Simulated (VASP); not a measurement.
Set up this calculation in VASP 6.6.1, as the native input.

```
Task                   : relaxation of cell and atoms
Functional             : PBEsol
Potentials or basis    : VASP PAW PBE potentials, release 64 (Cd_sv_GW)
Cutoff                 : 630 eV
k mesh                 : 9 × 9 × 9
Occupations            : fermi-dirac, width 0.1 eV
Spin                   : no spin polarisation
Dipole correction      : no
Further INCAR settings : ALGO = Normal; EDIFF = 1e-07; IBRION = 2; EDIFFG = -0.01; NSW = 80; ISIF = 3
```

The structure of Cd lies in POSCAR:

```
Cd
1.0
    0.0000000000      3.0772608027      3.0772608027
    3.0772608027      0.0000000000      3.0772608027
    3.0772608027      3.0772608027      0.0000000000
Cd
2
Direct
    0.1250000000      0.1250000000      0.1250000000
    0.8750000000      0.8750000000      0.8750000000
```

This isn't the form of Cd at room conditions, which is hcp.

These files were run (other wordings do the same):

INCAR

```
SYSTEM = Cd
ALGO = Normal ; EDIFF = 1E-7
EDIFFG = -0.01 ; ENCUT = 630
GGA = PS ; GGA_COMPAT = .False.
IBRION = 2 ; ISIF = 3
ISMEAR = -1 ; LASPH = .True.
LCHARG = .False. ; LREAL = .False.
LWAVE = .False. ; NELM = 120
NELMIN = 4 ; NSW = 80
PREC = Accurate ; SIGMA = 0.1
```

KPOINTS

```
k-points
0
Gamma
  9 9 9
  0 0 0
```

Potentials or basis: VASP PAW PBE potentials, release 64 (Cd_sv_GW).

Run with:

```sh
$ cat potpaw_PBE.64/Cd_sv_GW/POTCAR > POTCAR
$ mpirun -np 1 vasp_std > vasp.out
```

It gave:

* Relaxed volume: 32.54 Å³/atom
* Relaxed cell: a = 4.515 Å, b = 4.515 Å, c = 4.515 Å, α = 60.00°, β = 60.00°, γ = 60.00°
* Space group after relaxing (to 0.1 Å): Fd-3m (No. 227)
* Energy gained by relaxing: 44.7 meV/atom
* Ionic steps: 3
* Pressure after relaxing: 0.0 GPa
* Band gap on the k mesh: zero (bands 20 and 21 overlap by 5.45 eV)

Caveat: the PAW data sets were made with another functional, which shifts forces and pressure a little.

It took 79 s on 1 thread of Intel(R) Xeon(R) 6975P-C (Granite Rapids) (shared host), peak memory 0.25 GiB.
